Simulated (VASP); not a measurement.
# SnO in VASP: single point with PBE+D3(BJ)

Aim: the single point of SnO with PBE+D3(BJ).

Everything below comes from runs of VASP 6.6.1. Logs are shortened: lines on timing, memory, paths and dates and some standing lists are left out, and cuts for length are marked.

### 1 The cell of the first run

The cell holds a slab with vacuum, 8 atoms: a = 3.820 Å, b = 3.820 Å, c = 22.226 Å, α = 90.00°, β = 90.00°, γ = 90.00°.

### 2 Single point, PBE+D3(BJ)

INCAR reads:

```
SYSTEM = SnO
ALGO     = Normal         ! electronic algorithm
DIPOL    = 0.5 0.5 0.394
EDIFF    = 1E-6           ! SCF threshold, eV
ENCUT    = 910            ! plane-wave cutoff, eV
GGA      = PE             ! functional
GGA_COMPAT= .FALSE.      
IDIPOL   = 3            
ISIF     = 2              ! what is computed and relaxed
ISMEAR   = 0              ! smearing method
IVDW     = 12             ! dispersion correction
LASPH    = .TRUE.         ! aspherical terms in the spheres
LCHARG   = .FALSE.        ! write CHGCAR
LDIPOL   = .TRUE.       
LREAL    = .FALSE.        ! projectors in reciprocal space
LWAVE    = .FALSE.        ! write WAVECAR
NBANDS   = 50             ! bands
NELM     = 120            ! most SCF steps
NELMDL   = -8           
PREC     = Accurate       ! precision mode
SIGMA    = 0.05           ! smearing width, eV
```

KPOINTS reads:

```
k-points
0
G
  7 7 1
  0 0 0
```

POSCAR reads:

```
SnO
1.0
    3.8201528543      0.0002954551      0.0000000000
   -0.0003145191      3.8201528528      0.0000000000
    0.0000000000      0.0000000000     22.2260743460
Sn O
4 4
Direct
    0.9999452911      0.9999452911      0.2024649036
    0.4999452911      0.4999452911      0.3087831466
    0.4999452911      0.4999452911      0.4797535096
   -0.0000547089     -0.0000547089      0.5860717526
    0.9999461074      0.4999461074      0.2556240251
    0.4999461074      0.9999461074      0.2556240251
    0.4999461074     -0.0000538926      0.5329126311
   -0.0000538926      0.4999461074      0.5329126311
```

Potentials or basis: VASP PAW PBE potentials, release 64 (Sn_d, O_h).

Started as:

```
cat potpaw_PBE.64/Sn_d/POTCAR potpaw_PBE.64/O_h/POTCAR > POTCAR
mpirun -np 1 vasp_std > vasp.out
```

OUTCAR:

```text
SYSTEM = SnO
   EDIFF = 1E-6
   ENCUT = 910
   GGA = PE
   ISIF = 2
   ISMEAR = 0
   IVDW = 12
   LASPH = .TRUE.
   LREAL = .FALSE.
   NELM = 120
   NELMDL = -8
   PREC = Accurate
 IVDW          = 12

 ion  position               nearest neighbor table
   1  1.000  1.000  0.202-   6 2.25   5 2.25   6 2.25   5 2.25   2 3.59   2 3.59   2 3.59   2 3.59

   2  0.500  0.500  0.309-   5 2.25   6 2.25   5 2.25   6 2.25   1 3.59   1 3.59   1 3.59   1 3.59

   3  0.500  0.500  0.480-   8 2.25   7 2.25   8 2.25   7 2.25   4 3.59   4 3.59   4 3.59   4 3.59

   4  1.000  1.000  0.586-   7 2.25   8 2.25   7 2.25   8 2.25   3 3.59   3 3.59   3 3.59   3 3.59

   5  1.000  0.500  0.256-   2 2.25   1 2.25   2 2.25   1 2.25
   6  0.500  1.000  0.256-   1 2.25   2 2.25   1 2.25   2 2.25
   7  0.500  1.000  0.533-   4 2.25   3 2.25   4 2.25   3 2.25
   8  1.000  0.500  0.533-   3 2.25   4 2.25   3 2.25   4 2.25

  LATTYP: Found a simple tetragonal cell.
 ALAT       =     3.8201528657
 C/A-ratio  =     5.8181112451

  Lattice vectors:

 A1 = (   3.8201528543,   0.0002954551,   0.0000000000)
 A2 = (  -0.0003145191,   3.8201528528,   0.0000000000)
 A3 = (   0.0000000000,   0.0000000000,  22.2260743460)

Analysis of symmetry for initial positions (statically):
=====================================================================
 Subroutine PRICEL returns:
 Original cell was already a primitive cell.

 Routine SETGRP: Setting up the symmetry group for a
 simple tetragonal supercell.

 Subroutine GETGRP returns: Found 16 space group operations
 (whereof  2 operations were pure point group operations)
 out of a pool of 16 trial point group operations.

The static configuration has the point symmetry C_1h.
 The point group associated with its full space group is D_4h.

Analysis of symmetry for dynamics (positions and initial velocities):
=====================================================================
 Subroutine PRICEL returns:
 Original cell was already a primitive cell.

 Routine SETGRP: Setting up the symmetry group for a
 simple tetragonal supercell.

 Subroutine GETGRP returns: Found 16 space group operations
 (whereof  2 operations were pure point group operations)
 out of a pool of 16 trial point group operations.

The dynamic configuration has the point symmetry C_1h.
 The point group associated with its full space group is D_4h.

 Subroutine INISYM returns: Found 16 space group operations
 (whereof  2 operations are pure point group operations),
 and found     1 'primitive' translations

[... 107 lines left out ...]
   EFERMI_NEDOS =   21; number of points for ismear=-14 and -15
   IALGO  =     38    algorithm
   IMIX   =      4    mixing-type and parameters
     AMIX     =   0.40;   BMIX     =  1.00
     AMIX_MAG =   1.60;   BMIX_MAG =  1.00
  volume/ion in A,a.u.               =      40.54       273.61
  Fermi-wavevector in a.u.,A,eV,Ry     =   1.026668  1.940121 14.341186  1.054047
  Thomas-Fermi vector in A             =   2.160573
   LORBIT       =      0    0 simple, 1 ext, 2 COOP (PROOUT), +10 PAW based schemes
   GGA     = PE    functional components
   LHFCALC =     F    Hartree Fock is set to
   AEXX    =    0.0000 exact exchange contribution
   IVDW    =    12    specifies the selected vdW correction
   LEPSILON=     F    determine dielectric tensor
   LRPA    =     F    only Hartree local field effects (RPA)
 non-spin polarized calculation
 Gauss-broadening in eV      SIGMA  =   0.05
  energy-cutoff  :      910.00
  volume of cell :      324.36
 maximum number of plane-waves:     20289
 NGX is ok and might be reduce to    40
   NGX = 19   NGY = 19   NGZ =109

 dipolmoment           0.000000      0.000000      0.000051 electrons x Angstroem

 number of electron      79.9999986 magnetization

 dipolmoment           0.000000      0.000000     -0.000001 electrons x Angstroem

 Free energy of the ion-electron system (eV)
  ---------------------------------------------------
  ext. energy  EPLUGINS =         0.00000000
  ---------------------------------------------------
  free energy    TOTEN  =       -45.02768326 eV

  energy without entropy =      -45.02768326  energy(sigma->0) =      -45.02768326

 E-fermi :   0.3038     XC(G=0):  -5.2567

 val. band max:        0.0863767755   @ k =   0.1429   0.1429   0.0000
 cond. band min:       2.0820106619   @ k =   0.4286  -0.0000   0.0000
 fundamental gap:      1.9956338864
 Fermi energy:         0.3038097316

 k-point     1 :       0.0000    0.0000    0.0000
  band No.  band energies     occupation
      1     -20.9307      2.00000
      2     -20.9304      2.00000
      3     -20.5705      2.00000
      4     -20.5702      2.00000
      5     -20.5372      2.00000
      6     -20.5371      2.00000
[... 519 lines left out ...]
     49       5.7792      0.00000
     50       6.1036      0.00000

------------------------ aborting loop because EDIFF is reached ----------------------------------------

 vacuum level on the upper side and lower side of the slab       (xc-potential included)        -0.141        -0.140

 Edisp (eV)   -1.27204

 E8    (eV) :    -0.5620

  FORCE on cell =-STRESS in cart. coord.  units (eV):
  Direction    XX          YY          ZZ          XY          YZ          ZX
  --------------------------------------------------------------------------------------
  -------------------------------------------------------------------------------------
  Total       0.36205     0.36205     1.60194    -0.00000    -0.00000     0.00000
  in kB       1.78838     1.78838     7.91286    -0.00001    -0.00000     0.00000
  external pressure =        3.83 kB  Pullay stress =        0.00 kB

 VOLUME and BASIS-vectors are now :
 -----------------------------------------------------------------------------
  energy-cutoff  :      910.00
  volume of cell :      324.36
      direct lattice vectors                 reciprocal lattice vectors
     3.820152854  0.000295455  0.000000000     0.261769629  0.000021552  0.000000000
    -0.000314519  3.820152853  0.000000000    -0.000020246  0.261769629  0.000000000
     0.000000000  0.000000000 22.226074346     0.000000000  0.000000000  0.044992201

 POSITION                                       TOTAL-FORCE (eV/Angst)
 -----------------------------------------------------------------------------------
      3.81963      3.82024      4.50000        -0.000000     -0.000000     -0.074593
      1.90971      1.91002      6.86304        -0.000000      0.000000     -0.255102
      1.90971      1.91002     10.66304        -0.000000     -0.000000      0.255102
      3.81963      3.82024     13.02607        -0.000000     -0.000000      0.074593
      3.81979      1.91017      5.68152        -0.000000      0.000000     -0.017442
      1.90956      3.82009      5.68152        -0.000000     -0.000000     -0.017442
      1.90956      3.82009     11.84456         0.000000      0.000000      0.017442
      3.81979      1.91017     11.84456         0.000000     -0.000000      0.017442
 -----------------------------------------------------------------------------------
    total drift:                               -0.024064     -0.024067      0.000088

  FREE ENERGIE OF THE ION-ELECTRON SYSTEM (eV)
  ---------------------------------------------------
  free  energy   TOTEN  =       -46.2997247154 eV

  energy  without entropy=      -46.2997247154  energy(sigma->0) =      -46.29972472

 vacuum level on the upper side and lower side of the slab         4.958         4.961
```

Wall time 7.6 min (1 thread of Intel Xeon 6975P-C (Granite Rapids), shared host); peak memory 0.82 GiB.

What came out:

| Item | Value |
| --- | --- |
| Free energy | -46.2997 eV |
| Largest force | 0.255 eV/Å |
| Band gap on the k mesh | 2.00 eV (least direct gap 2.21 eV) |
| Dispersion energy per atom | -0.159 eV |

Forces in eV/Å, atoms in the order of the input:
```
Sn   0.000  0.000 -0.075
Sn   0.000  0.000 -0.255
Sn   0.000  0.000  0.255
Sn   0.000  0.000  0.075
O    0.000  0.000 -0.017
O    0.000  0.000 -0.017
O    0.000  0.000  0.017
O    0.000  0.000  0.017
```

Caveat: the cutoff is under 1.25 times the usual one of these potentials, so pressure, stress and relaxed cells hold a basis-set (Pulay) error; spin-orbit coupling is left out, which moves the levels of the heavy elements.
